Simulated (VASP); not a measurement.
Ga3As3CO, 8 atoms in the cell. The cell holds a slab with vacuum, 8 atoms: a = 4.014 Å, b = 5.676 Å, c = 23.335 Å, α = 90.00°, β = 90.00°, γ = 90.00°. 

| Property | Result |
| --- | --- |
| Program | VASP 6.6.1 |
| Task | single point |
| Functional | PBE |
| Dispersion | D3(BJ) |
| Potentials or basis | VASP PAW PBE potentials, release 64 (Ga_d, As, O, C) |
| Cutoff | 520 eV |
| k mesh | 7 × 5 × 1 |
| Occupations | gaussian, width 0.05 eV |
| Spin | no spin polarisation |
| Dipole correction | yes |
| Further INCAR settings | ALGO = Normal; EDIFF = 1e-07; NBANDS = 42 |

Potentials or basis: VASP PAW PBE potentials, release 64 (Ga_d, As, O, C).

Launch:

```sh
$ cat potpaw_PBE.64/Ga_d/POTCAR potpaw_PBE.64/As/POTCAR potpaw_PBE.64/O/POTCAR potpaw_PBE.64/C/POTCAR > POTCAR
$ mpirun -np 1 vasp_std > vasp.out
```

Hardware: 1 thread of Oxide Virtual Turin-like Processor, on a shared host.

Q: Estimate the wall time of this run.

A: It took 14 min on 1 thread of Oxide Virtual Turin-like Processor, with other jobs on the host, peak memory 0.64 GiB. Counts: scf iterations 26, k points 12.
